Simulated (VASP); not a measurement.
Wanted: the native input for a VASP 6.6.1 run.

* Task: single point
* Functional: PBE
* Potentials or basis: VASP PAW PBE potentials, release 64 (Si, Te)
* Cutoff: 500 eV
* k mesh: 6 × 6 × 1
* Occupations: gaussian, width 0.1 eV
* Spin: no spin polarisation
* Dipole correction: no
* Further INCAR settings: ALGO = Normal; EDIFF = 1e-06; NBANDS = 28

The structure of Si3Te lies in POSCAR:

```
Si3Te
1.0
    3.2224550995     -0.1220089840     -0.0197392422
    0.1235475433      3.2229884052     -0.0194096909
    0.2231136858      0.2921559860     16.1851367981
Si Te
6 2
Direct
    1.0069987582      0.0057133024      0.7499637794
   -0.0070391661      0.9942091226      0.2500497321
    0.5044111260      0.5011710296      0.8261587705
    0.4905343399      0.4896901376      0.3262425385
    0.5093561391      0.5100218540      0.6736903185
    0.4956287988      0.4989900942      0.1737958502
    0.4997012954      0.5003827406      1.0000868631
    0.5004087087      0.4998217190      0.5000121477
```

These files were run (other wordings do the same):

INCAR

```
  ALGO = Normal
  EDIFF = 1E-6
  ENCUT = 500
  GGA = PE
  GGA_COMPAT = F
  ISIF = 2
  ISMEAR = 0
  LASPH = T
  LCHARG = F
  LREAL = F
  LWAVE = F
  NBANDS = 28
  NELM = 120
  PREC = Accurate
  SIGMA = 0.1
```

KPOINTS

```
k-points
0
Gamma
  6 6 1
```

Potentials or basis: VASP PAW PBE potentials, release 64 (Si, Te).

The run is started by

```bash
$ cat potpaw_PBE.64/Si/POTCAR potpaw_PBE.64/Te/POTCAR > POTCAR
$ mpirun -np 1 vasp_std > vasp.out
```

It gave:

The pressure is -0.1 GPa, the largest force is 0.031 eV/Å and the band gap on the k mesh is zero (bands 18 and 19 overlap by 4.28 eV).

Caveat: the k points lie up to 0.39 Å⁻¹ apart, too coarse for converged energies and pressures of a metal; spin-orbit coupling is left out, which moves the levels of the heavy elements.

It took 2.3 min on 1 thread of Intel Xeon 8259CL, on a shared host, peak memory 0.25 GiB.
